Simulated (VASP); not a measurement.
Input of a VASP 6.6.1 run:

Contents of INCAR:

```
ALGO     = Normal         # electronic algorithm
EDIFF    = 1E-6           # SCF threshold, eV
ENCUT    = 520            # plane-wave cutoff, eV
GGA      = PE             # functional
ISIF     = 2              # what is computed and relaxed
ISMEAR   = 1              # smearing method
LASPH    = True           # aspherical terms in the spheres
LCHARG   = False          # write CHGCAR
LREAL    = False          # projectors in reciprocal space
LWAVE    = False          # write WAVECAR
NBANDS   = 15             # bands
NELM     = 80             # most SCF steps
PREC     = Accurate       # precision mode
SIGMA    = 0.1            # smearing width, eV
```

KPOINTS

```
k-points
0
Gamma
  5 5 5
```

File POSCAR:

```
TaN
1.0
    0.0000000000      2.1790000000      2.1790000000
    2.1790000000      0.0000000000      2.1790000000
    2.1790000000      2.1790000000      0.0000000000
Ta N
1 1
Direct
    0.5000000000      0.5000000000      0.5000000000
    0.0000000000      0.0000000000      0.0000000000
```

Potentials or basis: VASP PAW PBE potentials, release 64 (Ta_pv, N).

Launch:

```bash
$ cat potpaw_PBE.64/Ta_pv/POTCAR potpaw_PBE.64/N/POTCAR > POTCAR
$ mpirun -np 1 vasp_std > vasp.out
```

**Question.** Estimate the pressure.

**Answer.** 14.9 GPa.

**Question.** What does it give for the band gap on the k mesh?

**Answer.** Zero (band 8 reaches 10.84 eV, above the bottom of band 9 at 7.68 eV).

Caveat: the k points lie up to 0.50 Å⁻¹ apart; spin-orbit coupling is left out, which moves the levels of the heavy elements.
